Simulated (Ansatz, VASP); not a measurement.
Cu in VASP and in Ansatz

```
Cu
1.0
    -5.44470    0.00000    5.44470
    -5.44470   -5.44470    0.00000
     0.00000   -5.44470    5.44470
Cu
27
Direct
  0.00000 0.66667 0.00000
  0.00000 0.33333 0.00000
  0.00000 0.00000 0.00000
  0.00000 0.66667 0.33333
  0.00000 0.33333 0.33333
  0.00000 0.00000 0.33333
  0.00000 0.66667 0.66667
  0.00000 0.33333 0.66667
  0.00000 0.00000 0.66667
  0.33333 0.66667 0.00000
  0.33333 0.33333 0.00000
  0.33333 0.00000 0.00000
  0.33333 0.66667 0.33333
  0.33333 0.33333 0.33333
  0.33333 0.00000 0.33333
  0.33333 0.66667 0.66667
  0.33333 0.33333 0.66667
  0.33333 0.00000 0.66667
  0.66667 0.66667 0.00000
  0.66667 0.33333 0.00000
  0.66667 0.00000 0.00000
  0.66667 0.66667 0.33333
  0.66667 0.33333 0.33333
  0.66667 0.00000 0.33333
  0.66667 0.66667 0.66667
  0.66667 0.33333 0.66667
  0.66667 0.00000 0.66667
```

Alike in both runs: task single point; functional PBE; k mesh 4 × 4 × 4; occupations gaussian, width 0.1 eV; no spin polarisation.

```csv
,VASP,Ansatz
version,VASP 6.6.1,Ansatz 0.2.0
potentials or method,"VASP PAW PBE potentials, release 64 (Cu), cutoff 520 eV","scalar-relativistic, plane waves, PAW"
valence electrons in the cell,297,513
```

|  | VASP | Ansatz | Ansatz less VASP |
| --- | --- | --- | --- |
| gap on the k mesh at the Fermi level (eV) | none | none | - |
| pressure (GPa) | 0.4 | -0.1 | -0.52 |

A gap of «none» marks a metal or a gap that the smearing closes. The functional is the same, so the differences come from potentials, cutoffs and numerics. VASP's potentials hold 297 valence electrons a cell and Ansatz's 513, so a difference there can come from the potentials and not from the codes.
